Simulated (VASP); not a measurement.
# Ge (Cmmm) in VASP: further runs, part 2 of 2

VASP 6.6.1. The steps go on from the part before.

### 4 Single point, PBE (strain +0.000 along x and y, +0.025 along z)

The input, INCAR:

```
SYSTEM = Ge
PREC = Accurate
ENCUT = 520
EDIFF = 1E-6
ISMEAR = 0
SIGMA = 0.15
LREAL = .FALSE.
LASPH = .TRUE.
NELM = 80
ALGO = Normal
ISIF = 2
LWAVE = .FALSE.
LCHARG = .TRUE.
GGA = PE
LELF = .TRUE.
LVHAR = .TRUE.
NBANDS = 13
```

The input, KPOINTS:

```
Automatic mesh
0
G
  20 20 18
  0 0 0
```

The input, POSCAR:

```
Ge
1.0
    1.3971490000     -2.6005160000      0.0000000000
    1.3971490000      2.6005160000      0.0000000000
    0.0000000000      0.0000000000      2.7656867750
Ge
1
Direct
    0.5000000000      0.5000000000      0.0000000000
```

Potentials or basis: VASP PAW PBE potentials, release 64 (Ge_d).

On the command line:

```console
cat potpaw_PBE.64/Ge_d/POTCAR > POTCAR
mpirun -np 1 vasp_std > vasp.out
```

OUTCAR:

```text
SYSTEM = Ge
   PREC = Accurate
   ENCUT = 520
   EDIFF = 1E-6
   ISMEAR = 0
   LREAL = .FALSE.
   LASPH = .TRUE.
   NELM = 80
   ISIF = 2
   GGA = PE

 ion  position               nearest neighbor table
   1  0.500  0.500  0.000-

  LATTYP: Found a base centered orthorhombic cell.
 ALAT       =     2.7942980000
 B/A-ratio  =     1.8613018368
 C/A-ratio  =     0.9897608541

  Lattice vectors:

 A1 = (   1.3971490000,  -2.6005160000,   0.0000000000)
 A2 = (   1.3971490000,   2.6005160000,   0.0000000000)
 A3 = (   0.0000000000,   0.0000000000,   2.7656867750)

Analysis of symmetry for initial positions (statically):
=====================================================================
 Subroutine PRICEL returns:
 Original cell was already a primitive cell.

 Routine SETGRP: Setting up the symmetry group for a
 base centered orthorhombic supercell.

 Subroutine GETGRP returns: Found  8 space group operations
 (whereof  8 operations were pure point group operations)
 out of a pool of  8 trial point group operations.

The static configuration has the point symmetry D_2h.

Analysis of symmetry for dynamics (positions and initial velocities):
[... 171 lines left out ...]
      5     -18.5555      2.00000
      6      -6.7124      2.00000
      7      11.8840      0.00000
      8      13.2736      0.00000
      9      14.7831      0.00000
     10      15.6038      0.00000
     11      18.5208      0.00000
     12      20.8539      0.00000
     13      21.1142      0.00000
[... 354 lines left out ...]
  band No.  band energies     occupation
      1     -18.7329      2.00000
      2     -18.6737      2.00000
      3     -18.6104      2.00000
      4     -18.5980      2.00000
      5     -18.5785      2.00000
      6      -4.1774      2.00000
      7       4.9183      2.00000
      8       9.4736      0.00000
      9      14.1727      0.00000
     10      15.2717      0.00000
     11      18.5716      0.00000
     12      25.0144      0.00000
     13      25.8898      0.00000

 [... further k-points ...]

------------------------ aborting loop because EDIFF is reached ----------------------------------------

  FORCE on cell =-STRESS in cart. coord.  units (eV):
  Direction    XX          YY          ZZ          XY          YZ          ZX
  --------------------------------------------------------------------------------------
  -------------------------------------------------------------------------------------
  Total        0.0079363     -0.2215658     -0.6027268     -0.0000000      0.0000000      0.0000000
  in kB        0.6326910    -17.6635559    -48.0502734     -0.0000000      0.0000000      0.0000000
  external PRESSURE =     -21.6937128 kB  Pullay stress =       0.0000000 kB

 VOLUME and BASIS-vectors are now :
 -----------------------------------------------------------------------------
  energy-cutoff  :      520.00
  volume of cell :       20.10
      direct lattice vectors                 reciprocal lattice vectors
     1.397149000 -2.600516000  0.000000000     0.357871637 -0.192269534  0.000000000
     1.397149000  2.600516000  0.000000000     0.357871637  0.192269534  0.000000000
     0.000000000  0.000000000  2.765686775     0.000000000  0.000000000  0.361573845

 POSITION                                       TOTAL-FORCE (eV/Angst)
 -----------------------------------------------------------------------------------
      1.39715      0.00000      0.00000         0.000000      0.000000      0.000000
 -----------------------------------------------------------------------------------
    total drift:                               -0.000000     -0.000000     -0.000000

  FREE ENERGIE OF THE ION-ELECTRON SYSTEM (eV)
  ---------------------------------------------------
  free  energy   TOTEN  =        -4.2630886239 eV

  energy  without entropy=       -4.2580419081  energy(sigma->0) =       -4.26056527
```

Wall time 4.2 min (1 thread of AMD EPYC 7R13 (Zen 3), shared host); peak memory 0.33 GiB.

What came out:

```
Free energy            : -4.2631 eV
Pressure               : -2.2 GPa
Band gap on the k mesh : zero (band 7 reaches 12.12 eV, above the bottom of band 8 at 3.26 eV)
```

Caveat: the cell differs from its parent crystal (strain +0.000 along x and y, +0.025 along z).

### 5 Single point, PBE (strain +0.050 along x and y, +0.000 along z)

The input, INCAR:

```
PREC     = Accurate       # precision mode
ENCUT    = 520            # plane-wave cutoff, eV
EDIFF    = 1E-6           # SCF threshold, eV
ISMEAR   = 0              # smearing method
SIGMA    = 0.15           # smearing width, eV
LREAL    = False          # projectors in reciprocal space
LASPH    = True           # aspherical terms in the spheres
NELM     = 80             # most SCF steps
ALGO     = Normal         # electronic algorithm
ISIF     = 2              # what is computed and relaxed
LWAVE    = False          # write WAVECAR
LCHARG   = False          # write CHGCAR
GGA      = PE             # functional
NBANDS   = 13             # bands
```

The input, KPOINTS:

```
Automatic mesh
0
Gamma
  20 20 18
```

The input, POSCAR:

```
Ge
1.0
    1.4670064500     -2.7305418000      0.0000000000
    1.4670064500      2.7305418000      0.0000000000
    0.0000000000      0.0000000000      2.6982310000
Ge
1
Direct
    0.5000000000      0.5000000000      0.0000000000
```

On the command line:

```console
cat potpaw_PBE.64/Ge_d/POTCAR > POTCAR
mpirun -np 1 vasp_std > vasp.out
```

Wall time 58 s (1 thread of Intel Xeon 6975P-C (Granite Rapids), shared host); peak memory 0.37 GiB.

The run converged. Its results:

| Property | Result |
| --- | --- |
| Free energy | -4.2161 eV |
| Pressure | -5.5 GPa |
| Band gap on the k mesh | zero (band 7 reaches 11.14 eV, above the bottom of band 8 at 2.66 eV) |

Stress tensor (GPa, compression positive):
```
-7.07  0.00  0.00
 0.00 -7.93  0.00
 0.00  0.00 -1.43
```

Levels at points of the mesh, in eV from the Fermi level:
```
           k point  band 4  band 5  band 6  band 7  band 8  band 9  band 10  band 11
(0.00, 0.00, 0.00)  -24.53  -24.51  -12.12    5.84    7.10    7.32    10.15    11.68
(0.50, 0.00, 0.00)  -24.55  -24.53   -7.98   -4.75    2.78    6.81    10.41    16.23
(0.50, 0.50, 0.00)  -24.55  -24.52   -8.71   -4.91    4.32    8.29     9.87    15.53
(0.00, 0.00, 0.50)  -24.58  -24.51   -8.27   -5.10    8.68    9.93    14.66    15.10
(0.50, 0.00, 0.50)  -24.55  -24.45   -3.83   -1.74   -1.58    3.86     5.71    10.97
(0.50, 0.50, 0.50)  -24.56  -24.46   -4.64   -2.28   -1.68    3.54     7.24    12.54
```

Caveat: the cell differs from its parent crystal (strain +0.050 along x and y, +0.000 along z).

### 6 Overview

| cell | gap on the mesh (eV) | pressure (GPa) |
| --- | --- | --- |
| a = 2.878, b = 2.878, c = 2.833 Å, angles 90.0, 90.0, 123.5°, 1 atom | none | 0.1 |
| a = 3.026, b = 3.026, c = 2.563 Å, angles 90.0, 90.0, 123.5°, 1 atom | none | 0.2 |
| a = 2.952, b = 2.952, c = 2.766 Å, angles 90.0, 90.0, 123.5°, 1 atom | none | -2.2 |
| a = 3.100, b = 3.100, c = 2.698 Å, angles 90.0, 90.0, 123.5°, 1 atom | none | -5.5 |

Alike in all rows: task single point; level PBE; potentials or basis VASP PAW PBE potentials, release 64 (Ge_d); no spin polarisation; k mesh 20 × 20 × 18; cutoff (eV) 520; smearing gaussian 0.15 eV.

Total energies depend on the potentials used, so only differences within one code and one set of settings carry meaning.
